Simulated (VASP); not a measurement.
Write the native input for VASP 6.6.1 that does the following.

```
Task                   : single point
Functional             : PBEsol
Potentials or basis    : VASP PAW PBE potentials, release 64 (Sn_d, Se)
Cutoff                 : 500 eV
k mesh                 : 8 × 8 × 8
Occupations            : gaussian, width 0.01 eV
Spin                   : no spin polarisation
Dipole correction      : no
Further INCAR settings : ALGO = Normal; EDIFF = 1e-06; NBANDS = 17
```

The structure of SnSe lies in POSCAR:

```
SnSe
1.0
    0.0000000000      2.9924423566      2.9924423566
    2.9924423566      0.0000000000      2.9924423566
    2.9924423566      2.9924423566      0.0000000000
Sn Se
1 1
Direct
    0.0000000000      0.0000000000      0.0000000000
    0.5000000000      0.5000000000      0.5000000000
```

This cell differs from its parent crystal: volume scaled by 1.02.

These files were run (other wordings do the same):

INCAR

```
PREC = Accurate
ENCUT = 500
EDIFF = 1E-6
ISMEAR = 0
SIGMA = 0.01
LREAL = F
LASPH = T
NELM = 120
ALGO = Normal
ISIF = 2
LWAVE = F
LCHARG = F
GGA = PS
NBANDS = 17
GGA_COMPAT = F
```

KPOINTS

```
regular mesh
0
Gamma
  8 8 8
```

Potentials or basis: VASP PAW PBE potentials, release 64 (Sn_d, Se).

Command:

```bash
$ cat potpaw_PBE.64/Sn_d/POTCAR potpaw_PBE.64/Se/POTCAR > POTCAR
$ mpirun -np 1 vasp_std > vasp.out
```

Results of the run:

The pressure is -1.1 GPa. The band gap on the k mesh is 0.72 eV, indirect (least direct gap 0.73 eV).

Caveat: the PAW data sets were made with another functional, which shifts forces and pressure a little; spin-orbit coupling is left out, which moves the levels of the heavy elements.

It took 9.2 s on 1 thread of Intel(R) Xeon(R) 6975P-C (Granite Rapids), with other jobs on the host, peak memory 0.18 GiB.
